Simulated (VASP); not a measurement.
# MoN2 in VASP: further runs

MoN2 is run at these levels: PBEsol; tasks: single point, relaxation of the atoms.

Everything below comes from runs of VASP 6.6.1. Logs are shortened: lines on timing, memory, paths and dates and some standing lists are left out, and cuts for length are marked.

### Step 1. The cell of the first run

It takes space group P4/mbm (No. 127, tetragonal). Conventional cell: a = 4.348 Å, b = 4.348 Å, c = 2.767 Å, α = 90.00°, β = 90.00°, γ = 90.00°. Within 3.1 Å of Mo (site symmetry 4/m) lie 16 N at 2.24 to 3.04 Å and 6 Mo at 2.77 to 3.07 Å. N (site symmetry m2m) has 1 N at 1.37 Å within 1.8 Å.

### Step 2. Single point, PBEsol, non-collinear spin, zero start, spin-orbit coupling

INCAR reads:

```
ALGO = Normal
EDIFF = 1E-6
ENCUT = 520
GGA = PS
GGA_COMPAT = F
ISIF = 2
ISMEAR = -1
LASPH = T
LCHARG = T
LMAXMIX = 4
LNONCOLLINEAR = T
LORBIT = 11
LORBMOM = T
LREAL = F
LSORBIT = T
LVHAR = T
LWAVE = F
MAGMOM = 0 0 0 0 0 0 0 0 0 0 0 0 0 0 0 0 0 0
NBANDS = 64
NELM = 150
PREC = Accurate
SIGMA = 0.05
```

KPOINTS reads:

```
k-points
0
Gamma
  6 6 10
```

POSCAR reads:

```
MoN2
1.0
    4.3480530000      0.0000000000      0.0000000000
    0.0000000000      4.3480530000      0.0000000000
    0.0000000000      0.0000000000      2.7674600000
Mo N
2 4
Direct
    0.0000000000      0.0000000000      0.0000000000
    0.5000000000      0.5000000000      0.0000000000
    0.6116470000      0.8883530000      0.5000000000
    0.3883530000      0.1116470000      0.5000000000
    0.1116470000      0.6116470000      0.5000000000
    0.8883530000      0.3883530000      0.5000000000
```

Potentials or basis: VASP PAW PBE potentials, release 64 (Mo_sv, N).

Started as:

```sh
cat potpaw_PBE.64/Mo_sv/POTCAR potpaw_PBE.64/N/POTCAR > POTCAR
mpirun -np 1 vasp_ncl > vasp.out
```

OUTCAR:

```text
EDIFF = 1E-6
   ENCUT = 520
   GGA = PS
   ISIF = 2
   ISMEAR = -1
   LASPH = T
   LNONCOLLINEAR = T
   LORBIT = 11
   LREAL = F
   LSORBIT = T
   NELM = 150
   PREC = Accurate

 ion  position               nearest neighbor table
   1  0.000  0.000  0.000-   3 2.24   4 2.24   5 2.24   6 2.24   3 2.24   4 2.24   5 2.24   6 2.24
                             2 3.07   2 3.07   2 3.07   2 3.07
   2  0.500  0.500  0.000-   3 2.24   4 2.24   5 2.24   6 2.24   3 2.24   4 2.24   5 2.24   6 2.24
                             1 3.07   1 3.07   1 3.07   1 3.07
   3  0.612  0.888  0.500-   4 1.37   2 2.24   1 2.24   1 2.24   2 2.24
   4  0.388  0.112  0.500-   3 1.37   2 2.24   1 2.24   1 2.24   2 2.24
   5  0.112  0.612  0.500-   6 1.37   2 2.24   1 2.24   1 2.24   2 2.24
   6  0.888  0.388  0.500-   5 1.37   2 2.24   1 2.24   1 2.24   2 2.24

  LATTYP: Found a simple tetragonal cell.
 ALAT       =     4.3480530000
 C/A-ratio  =     0.6364825820

  Lattice vectors:

 A1 = (   4.3480530000,   0.0000000000,   0.0000000000)
 A2 = (   0.0000000000,   4.3480530000,   0.0000000000)
 A3 = (   0.0000000000,   0.0000000000,   2.7674600000)

Analysis of symmetry for initial positions (statically):
=====================================================================
 Subroutine PRICEL returns:
 Original cell was already a primitive cell.

 Routine SETGRP: Setting up the symmetry group for a
 simple tetragonal supercell.

 Subroutine GETGRP returns: Found 16 space group operations
 (whereof  8 operations were pure point group operations)
 out of a pool of 16 trial point group operations.

The static configuration has the point symmetry C_4h.
 The point group associated with its full space group is D_4h.

Analysis of symmetry for dynamics (positions and initial velocities):
=====================================================================
 Subroutine PRICEL returns:
 Original cell was already a primitive cell.

 Routine SETGRP: Setting up the symmetry group for a
 simple tetragonal supercell.

 Subroutine GETGRP returns: Found 16 space group operations
 (whereof  8 operations were pure point group operations)
 out of a pool of 16 trial point group operations.

The dynamic configuration has the point symmetry C_4h.
 The point group associated with its full space group is D_4h.

Analysis of structural, dynamic, and magnetic symmetry:
=====================================================================
 Subroutine PRICEL returns:
 Original cell was already a primitive cell.

 Routine SETGRP: Setting up the symmetry group for a
 simple tetragonal supercell.

 Subroutine GETGRP returns: Found 16 space group operations
 (whereof  8 operations were pure point group operations)
 out of a pool of 16 trial point group operations.

The overall configuration has the point symmetry C_4h.
 The point group associated with its full space group is D_4h.

 Subroutine INISYM returns: Found 16 space group operations
 (whereof  8 operations are pure point group operations),
 and found     1 'primitive' translations

----------------------------------------------------------------------------------------

                                     Primitive cell

  volume of cell :      52.3204

  direct lattice vectors                    reciprocal lattice vectors
     4.348053000  0.000000000  0.000000000     0.229987997  0.000000000  0.000000000
     0.000000000  4.348053000  0.000000000     0.000000000  0.229987997  0.000000000
     0.000000000  0.000000000  2.767460000     0.000000000  0.000000000  0.361342169

  length of vectors
     4.348053000  4.348053000  2.767460000     0.229987997  0.229987997  0.361342169

  position of ions in fractional coordinates (direct lattice)
     0.000000000  0.000000000  0.000000000
     0.500000000  0.500000000  0.000000000
     0.611647000  0.888353000  0.500000000
     0.388353000  0.111647000  0.500000000
     0.111647000  0.611647000  0.500000000
     0.888353000  0.388353000  0.500000000

  ion indices of the primitive-cell ions
[... 142 lines left out ...]
      5     -25.6925      1.00000
      6     -25.6925      1.00000
[... 1501 lines left out ...]
     59      15.0941      0.00000
     60      15.0941      0.00000

 [... further k-points ...]

 [bands above 60 left out]

------------------------ aborting loop because EDIFF is reached ----------------------------------------

  FORCE on cell =-STRESS in cart. coord.  units (eV):
  Direction    XX          YY          ZZ          XY          YZ          ZX
  --------------------------------------------------------------------------------------
  -------------------------------------------------------------------------------------
  Total       -4.2341898     -4.2341898     -4.8047049      0.0000000      0.0000000      0.0000000
  in kB     -129.6611569   -129.6611569   -147.1317140      0.0000000      0.0000000      0.0000000
  external PRESSURE =    -135.4846759 kB  Pullay stress =       0.0000000 kB

 VOLUME and BASIS-vectors are now :
 -----------------------------------------------------------------------------
  energy-cutoff  :      520.00
  volume of cell :       52.32
      direct lattice vectors                 reciprocal lattice vectors
     4.348053000  0.000000000  0.000000000     0.229987997  0.000000000  0.000000000
     0.000000000  4.348053000  0.000000000     0.000000000  0.229987997  0.000000000
     0.000000000  0.000000000  2.767460000     0.000000000  0.000000000  0.361342169

 POSITION                                       TOTAL-FORCE (eV/Angst)
 -----------------------------------------------------------------------------------
      0.00000      0.00000      0.00000         0.000000      0.000000      0.000000
      2.17403      2.17403      0.00000         0.000000      0.000000      0.000000
      2.65947      3.86261      1.38373         0.106243     -0.106243      0.000000
      1.68858      0.48545      1.38373        -0.106243      0.106243     -0.000000
      0.48545      2.65947      1.38373         0.106243      0.106243      0.000000
      3.86261      1.68858      1.38373        -0.106243     -0.106243      0.000000
 -----------------------------------------------------------------------------------
    total drift:                               -0.000000     -0.000000      0.000000

  FREE ENERGIE OF THE ION-ELECTRON SYSTEM (eV)
  ---------------------------------------------------
  free  energy   TOTEN  =       -58.8791735311 eV

  energy  without entropy=      -58.8593564474  energy(sigma->0) =      -58.86926499

 orbital moment (x)

 # of ion     p       d       tot
 ----------------------------------------
  1         0.000   0.000   0.000
  2         0.000   0.000   0.000
  3         0.000   0.000   0.000
  4         0.000   0.000   0.000
  5        -0.000   0.000  -0.000
  6        -0.000   0.000  -0.000
 ----------------------------------------
            0.000   0.000   0.000

 orbital moment (y)

 # of ion     p       d       tot
 ----------------------------------------
  1         0.000   0.000   0.000
  2         0.000   0.000   0.000
  3         0.000   0.000   0.000
  4         0.000   0.000   0.000
  5        -0.000   0.000  -0.000
  6        -0.000   0.000  -0.000
 ----------------------------------------
           -0.000   0.000   0.000

 orbital moment (z)

 # of ion     p       d       tot
 ----------------------------------------
  1         0.000  -0.000  -0.000
  2        -0.000   0.000   0.000
  3        -0.000   0.000  -0.000
  4        -0.000   0.000  -0.000
  5         0.000   0.000   0.000
  6        -0.000   0.000  -0.000
 ----------------------------------------
           -0.000   0.000  -0.000

 Spin-Orbit-Coupling matrix elements

 Ion:    1  E_soc:     -0.1920338
 l=   1
     0.0000000    -0.0290654    -0.0291130
    -0.0290654     0.0000000    -0.0290654
    -0.0291130    -0.0290654     0.0000000
 l=   2
     0.0000000    -0.0005401     0.0000000    -0.0005401    -0.0029547
    -0.0005401     0.0000000    -0.0016323    -0.0003956    -0.0005390
     0.0000000    -0.0016323     0.0000000    -0.0016323     0.0000000
    -0.0005401    -0.0003956    -0.0016323     0.0000000    -0.0005390
    -0.0029547    -0.0005390     0.0000000    -0.0005390     0.0000000
 l=   3
     0.0000000     0.0000000     0.0000000     0.0000000     0.0000000     0.0000000     0.0000000
     0.0000000     0.0000000     0.0000000     0.0000000     0.0000000     0.0000000     0.0000000
     0.0000000     0.0000000     0.0000000     0.0000000     0.0000000     0.0000000     0.0000000
     0.0000000     0.0000000     0.0000000     0.0000000     0.0000000     0.0000000     0.0000000
[... 89 lines left out ...]
 l=   2
     0.0000000     0.0000000     0.0000000     0.0000000     0.0000000
     0.0000000     0.0000000     0.0000000     0.0000000     0.0000000
     0.0000000     0.0000000     0.0000000     0.0000000     0.0000000
     0.0000000     0.0000000     0.0000000     0.0000000     0.0000000
     0.0000000     0.0000000     0.0000000     0.0000000     0.0000000
 l=   3
     0.0000000     0.0000000     0.0000000     0.0000000     0.0000000     0.0000000     0.0000000
     0.0000000     0.0000000     0.0000000     0.0000000     0.0000000     0.0000000     0.0000000
     0.0000000     0.0000000     0.0000000     0.0000000     0.0000000     0.0000000     0.0000000
     0.0000000     0.0000000     0.0000000     0.0000000     0.0000000     0.0000000     0.0000000
     0.0000000     0.0000000     0.0000000     0.0000000     0.0000000     0.0000000     0.0000000
     0.0000000     0.0000000     0.0000000     0.0000000     0.0000000     0.0000000     0.0000000
     0.0000000     0.0000000     0.0000000     0.0000000     0.0000000     0.0000000     0.0000000

 total charge

# of ion       s       p       d       tot
------------------------------------------
    1        2.264   6.214   3.881  12.358
    2        2.264   6.214   3.881  12.358
    3        1.242   2.493   0.000   3.736
    4        1.242   2.493   0.000   3.736
    5        1.242   2.493   0.000   3.736
    6        1.242   2.493   0.000   3.736
--------------------------------------------------
tot          9.497  22.401   7.761  39.659

 magnetization (x)

# of ion       s       p       d       tot
------------------------------------------
    1        0.000  -0.000   0.000  -0.000
    2        0.000   0.000   0.000   0.000
    3        0.000   0.000   0.000   0.000
    4        0.000   0.000   0.000   0.000
    5        0.000   0.000   0.000   0.000
    6        0.000   0.000   0.000   0.000
--------------------------------------------------
tot          0.000   0.000   0.000   0.000

 magnetization (y)

# of ion       s       p       d       tot
------------------------------------------
    1        0.000  -0.000   0.000   0.000
    2       -0.000  -0.000   0.000   0.000
    3        0.000   0.000   0.000   0.000
    4        0.000   0.000   0.000   0.000
    5        0.000   0.000   0.000   0.000
    6        0.000   0.000   0.000   0.000
--------------------------------------------------
tot         -0.000   0.000   0.000   0.000

 magnetization (z)

# of ion       s       p       d       tot
------------------------------------------
    1        0.000   0.000  -0.000  -0.000
    2       -0.000  -0.000   0.000   0.000
    3        0.000   0.000   0.000   0.000
    4        0.000   0.000   0.000   0.000
    5        0.000   0.000   0.000   0.000
    6        0.000   0.000   0.000   0.000
--------------------------------------------------
tot          0.000   0.000   0.000   0.000
```

Wall time 2.8 min (1 thread of AMD EPYC 9R45 (Zen 5), shared host); peak memory 0.41 GiB.

Results:

- Free energy: -58.8792 eV
- Pressure: -13.5 GPa
- Largest force: 0.150 eV/Å
- Net moment: 0.00 μB per cell
- Valence electrons inside the program's atomic spheres: Mo 12.36; N 3.74

Forces on the atoms (eV/Å):
```
Mo   0.000  0.000  0.000
Mo   0.000  0.000  0.000
N    0.106 -0.106  0.000
N   -0.106  0.106  0.000
N    0.106  0.106  0.000
N   -0.106 -0.106  0.000
```

Moments on the atoms (μB; x, y, z):
```
Mo  0.00 0.00 0.00
Mo  0.00 0.00 0.00
N   0.00 0.00 0.00
N   0.00 0.00 0.00
N   0.00 0.00 0.00
N   0.00 0.00 0.00
```

Caveat: the cell stands under tension; the PAW data sets were made with another functional, which shifts forces and pressure a little.

(Continued in part 2 of 2.)
